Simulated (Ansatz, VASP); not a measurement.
## One calculation of GaP, two programs

INCAR

```
PREC = Accurate
ENCUT = 520
EDIFF = 1E-7
ISMEAR = -1
SIGMA = 0.03
LREAL = False
LASPH = True
NELM = 60
ALGO = Normal
ISIF = 2
LWAVE = False
LCHARG = False
GGA = PE
NBANDS = 16
```

File KPOINTS:

```
Automatic mesh
0
Gamma
  13 13 13
```

File POSCAR:

```
GaP
1.0
    0.0000000000      2.7530092219      2.7530092219
    2.7530092219      0.0000000000      2.7530092219
    2.7530092219      2.7530092219      0.0000000000
Ga P
1 1
Direct
    0.0000000000      0.0000000000      0.0000000000
    0.2500000000      0.2500000000      0.2500000000
```

Input for Ansatz:

```yaml
crystal:
  lattice:
    - [0.0, 2.7530092219, 2.7530092219]
    - [2.7530092219, 0.0, 2.7530092219]
    - [2.7530092219, 2.7530092219, 0.0]
  atoms:
    - { symbol: Ga, position: [0.0, 0.0, 0.0] }
    - { symbol: P, position: [0.25, 0.25, 0.25] }
kpoints:
  mp_grid: { grid: [13, 13, 13] }
  band_path:
    path:
      - [0.0, 0.0, 0.0]
      - [-0.5, -0.5, 0.0]
      - [-0.375, -0.375, 0.25]
      - [-0.375, 0.0, 0.375]
      - [0.0, 0.0, 0.0]
      - [0.0, 0.0, 0.5]
      - [-0.5, -0.25, 0.25]
      - [-0.5, -0.5, 0.0]
    npoints: 8
scf:
  occupations: { method: fermi_dirac, width: 0.03 }
hamiltonian:
  xc: pbe
  pseudopotentials: { kind: all_electron, lapw: { basis_error: 0.001 } }
output:
  forces: true
  stress: true
  eigenvalues: true
  populations: true
  dos: { projected: true, de: 0.2, e_range: [-14, 8] }
```

Alike in both runs: task single point; functional PBE; k mesh 13 × 13 × 13; occupations fermi-dirac, width 0.03 eV; no spin polarisation.

|  | VASP | Ansatz |
| --- | --- | --- |
| version | VASP 6.6.1 | Ansatz 0.2.0 |
| potentials or method | VASP PAW PBE potentials, release 64 (Ga_d, P), cutoff 520 eV | all-electron LAPW, scalar-relativistic |

|  | VASP | Ansatz | Ansatz less VASP |
| --- | --- | --- | --- |
| gap on the k mesh at the Fermi level (eV) | 1.58 | 1.58 | +0.005 |
| pressure (GPa) | 0.0 | 0.0 | -0.01 |

Ansatz ran all-electron here, and VASP with PAW potentials.
